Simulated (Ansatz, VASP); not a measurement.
# Two plane-wave programs on HfN

```
Hf N
1.0
     0.00000    2.15443    2.15443
     2.15443    0.00000    2.15443
     2.15443    2.15443    0.00000
Hf N
1 1
Direct
  0.00000 0.00000 0.00000
  0.50000 0.50000 0.50000
```

Alike in both runs: task relaxation of cell and atoms; functional PBE; k mesh 16 × 16 × 16; occupations fermi-dirac, width 0.05 eV; no spin polarisation.

|  | VASP | Ansatz |
| --- | --- | --- |
| version | VASP 6.6.1 | Ansatz 0.2.0 |
| potentials or method | VASP PAW PBE potentials, release 64 (Hf_pv, N) | PAW with Ansatz's default frozen-core files, scalar-relativistic |
| plane-wave cutoff (eV) | 600 | 420 |
| valence electrons in the cell | 15 | 31 |

|  | VASP | Ansatz | Ansatz less VASP |
| --- | --- | --- | --- |
| relaxed volume (Å³/atom) | 11.65 | 11.76 | +0.104 |
| relaxed cell length with the largest relative difference (Å) | 3.206 | 3.216 | +0.0095 |

VASP's potentials hold 15 valence electrons a cell and Ansatz's 31, so a difference there can come from the potentials and not from the codes.

Neither program's run includes spin-orbit coupling. Noted on VASP's run: the volume moved by over 15 % at a fixed basis, so the end points are rough.
